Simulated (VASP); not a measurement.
TiSi2: electric field gradients with PBEsol

TiSi2:

```
Ti Si
1.0
     0.00000    3.99446    4.26150
     2.31490    0.00000    4.26150
     2.31490    3.99446    0.00000
Ti Si
2 4
Direct
  0.75000 0.75000 0.75000
  0.50000 0.50000 0.50000
  0.08300 0.41700 0.08300
  0.41700 0.08300 0.41700
  0.16700 0.83300 0.16700
  0.83300 0.16700 0.83300
```

This cell differs from its parent crystal: equal xx and yy strain of -3 %.

```
Program                : VASP 6.6.1
Task                   : electric field gradients
Functional             : PBEsol
Potentials or basis    : VASP PAW PBE potentials, release 64 (Ti_sv, Si)
Cutoff                 : 400 eV
k mesh                 : 8 × 8 × 8
Occupations            : fermi-dirac, width 0.08 eV
Spin                   : no spin polarisation
Dipole correction      : no
Further INCAR settings : ALGO = Normal; EDIFF = 1e-08; NBANDS = 29
```

```
Pressure                                : 7.6 GPa
Largest force                           : 0.240 eV/Å
Band gap on the k mesh                  : zero (bands 20 and 21 overlap by 1.94 eV)
Largest electric field gradient by atom : Ti -9.6; Si -29.9 V/Å²
```

Forces in eV/Å, atoms in the order of the input:
```
Ti   0.000  0.000  0.000
Ti   0.000  0.000  0.000
Si   0.000  0.240  0.000
Si   0.000 -0.240  0.000
Si   0.000 -0.240  0.000
Si   0.000  0.240  0.000
```

Stress tensor (GPa, compression positive):
```
11.31  0.00  0.00
 0.00 10.44  0.00
 0.00  0.00  1.11
```

Levels at points of the mesh, in eV from the Fermi level:
```tsv
k point	band 17	band 18	band 19	band 20	band 21	band 22	band 23	band 24
(0.00, 0.00, 0.00)	-2.49	-1.78	-1.61	-1.43	-1.03	2.08	3.39	3.59
(0.50, 0.00, 0.00)	-2.16	-1.09	-0.11	0.16	1.11	1.42	1.81	2.47
(0.50, 0.50, 0.00)	-1.51	-1.51	-1.10	-1.10	0.55	0.55	3.50	3.50
(0.50, 0.00, 0.50)	-2.56	-2.56	-0.84	-0.84	1.35	1.35	3.49	3.49
(0.00, 0.50, 0.50)	-1.32	-1.32	-0.62	-0.62	0.77	0.77	2.46	2.46
```

Electric field gradients, principal values (V/Å²):
```tsv
atom	least	middle	greatest (by size)
1 Ti	2.076	7.548	-9.624
2 Ti	2.076	7.548	-9.624
3 Si	9.085	20.804	-29.890
4 Si	9.085	20.805	-29.890
5 Si	9.085	20.804	-29.890
6 Si	9.085	20.805	-29.890
```

Wall time 5.9 min on 1 thread of Intel Xeon 8259CL, on a shared host, peak memory 0.26 GiB.

Caveat: the cell differs from its parent crystal (equal xx and yy strain of -3 %); the stress differs along the axes, from 1 to 11 GPa; without QUAD_EFG the Cq values of the log hold for a quadrupole moment of 1 mb, not for the nuclei; the PAW data sets were made with another functional, which shifts forces and pressure a little.
